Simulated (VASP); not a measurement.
Crystal: PbSe (Clausthalite).

```xyz
2
Lattice="0.0000 3.0606 3.0606 3.0606 0.0000 3.0606 3.0606 3.0606 0.0000" Properties=species:S:1:pos:R:3 pbc="T T T"
Pb    0.0000    0.0000    0.0000
Se    3.0606    3.0606    3.0606
```

* Program: VASP 6.6.1
* Task: relaxation of cell and atoms
* Functional: BLYP
* Dispersion: D3(BJ)
* Potentials or basis: VASP PAW PBE potentials, release 64 (Pb_d, Se)
* Cutoff: 600 eV
* k mesh: 8 × 8 × 8
* Occupations: fermi-dirac, width 0.05 eV
* Spin: no spin polarisation

At the start: pressure 1.2 GPa; volume 28.67 Å³/atom.

Task: How do energy, volume and symmetry change on relaxing?

Result: Over 3 steps the energy falls by 2.3 meV/atom and the volume is 29.31 Å³/atom (+2.2 %); space group Fm-3m (No. 225, to 0.05 Å).

The path:
```csv
step,energy change (eV),largest force (eV/Å),pressure (GPa),volume (Å³)
1,0.0000,0.0000,1.16,57.34
2,-0.0040,0.0000,-0.39,59.08
3,-0.0045,0.0000,0.00,58.62
```

Final structure:
```
Pb Se
1.0
     0.00000    3.08316    3.08316
     3.08316    0.00000    3.08316
     3.08316    3.08316    0.00000
Pb Se
1 1
Direct
  0.00000 0.00000 0.00000
  0.50000 0.50000 0.50000
```

The cell as given is a measured one (28.67 Å³/atom); BLYP+D3(BJ) puts the equilibrium volume +2.2 % from it, thermal expansion not counted.

Caveat: the PAW data sets were made with another functional, which shifts forces and pressure a little.
